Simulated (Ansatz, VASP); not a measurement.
# CrO2 in VASP and in Ansatz

```
CELL_PARAMETERS angstrom
2.56297 0.00000 0.00000
-1.28148 2.21959 0.00000
0.00000 0.00000 13.81250
ATOMIC_POSITIONS crystal
Cr 0.33333 0.66667 0.00000
O 0.66667 0.33333 0.90758
O 0.66667 0.33333 0.09242
```

Alike in both runs: task relaxation of cell and atoms; functional PBEsol; k mesh 12 × 12 × 2; occupations gaussian, width 0.1 eV; no spin polarisation.

```csv
,VASP,Ansatz
version,VASP 6.6.1,Ansatz 0.2.0
potentials or method,"VASP PAW PBE potentials, release 64 (Cr_sv, O), cutoff 700 eV","scalar-relativistic, plane waves, PAW"
valence electrons in the cell,26,26
```

|  | VASP | Ansatz | Ansatz less VASP |
| --- | --- | --- | --- |
| gap on the k mesh at the Fermi level, each at its own relaxed structure (eV) | 0.49 | 0.50 | +0.013 |
| relaxed volume (Å³/atom) | 25.08 | 26.45 | +1.369 |
| relaxed length of the cell vector where the two differ most in proportion (Å) | 12.984 | 13.705 | +0.7203 |

VASP's potentials were made for PBE, not for PBEsol. One of these differences is far larger than is usual between the two programs; its cause wasn't traced.
